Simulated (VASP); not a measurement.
## Sn: single point with LDA

The system is Sn.

```xyz
2
Lattice="-2.8994 2.9008 1.5582 2.9008 -2.8994 1.5582 2.8986 2.8986 -1.5556" Properties=species:S:1:pos:R:3 pbc="T T T"
Sn    2.9007   -2.8993    1.5582
Sn    0.0000    2.8999    0.7803
```

```
Program             : VASP 6.6.1
Task                : single point
Functional          : LDA
Potentials or basis : VASP PAW LDA potentials, release 64 (Sn_d)
Cutoff              : 520 eV
k mesh              : 11 × 11 × 8
Occupations         : methfessel-paxton, width 0.3 eV
Spin                : no spin polarisation
```

- Pressure: 0.0 GPa
- Band gap on the k mesh: zero (bands 14 and 15 overlap by 3.81 eV)

Levels at points of the mesh, in eV from the Fermi level:
```csv
k point,band 10,band 11,band 12,band 13,band 14,band 15,band 16,band 17,band 18,band 19
"(0.00, 0.00, 0.00)",-21.02,-11.38,-3.73,-2.09,-2.08,3.01,6.25,6.25,7.26,7.35
"(0.00, 0.00, 0.50)",-21.16,-9.10,-9.10,0.56,0.56,1.56,1.56,6.37,6.37,10.08
```

Wall time 2.9 min on 1 thread of AMD EPYC 9R45 96-Core Processor (Zen 5), on a shared host, peak memory 0.31 GiB.

Caveat: so wide a smearing shifts energies and pressures; spin-orbit coupling is left out, which moves the levels of the heavy elements.
